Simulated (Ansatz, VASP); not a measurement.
# BAs in VASP and in Ansatz

```xyz
2
Lattice="0.0000 2.3839 2.3839 2.3839 0.0000 2.3839 2.3839 2.3839 0.0000" Properties=species:S:1:pos:R:3 pbc="T T T"
B     0.0000    0.0000    0.0000
As    3.5759    3.5759    3.5759
```

Alike in both runs: functional PBEsol; k mesh 8 × 8 × 8; occupations methfessel-paxton of order 1, width 0.02 eV; no spin polarisation.

Ansatz relaxed the structure, and its values are those at the end. VASP's run is a single point on that final structure, the one shown.

|  | VASP | Ansatz |
| --- | --- | --- |
| version | VASP 6.6.1 | Ansatz 0.2.0 |
| potentials or method | VASP PAW PBE potentials, release 64 (B, As), cutoff 500 eV | plane waves, PAW |
| valence electrons in the cell | 8 | 18 |

```csv
,VASP,Ansatz,Ansatz less VASP
pressure (GPa),0.9,0.0,-0.88
```

VASP's potentials were made for PBE, not for PBEsol. VASP's potentials hold 8 valence electrons a cell and Ansatz's 18, so a difference there can come from the potentials and not from the codes.
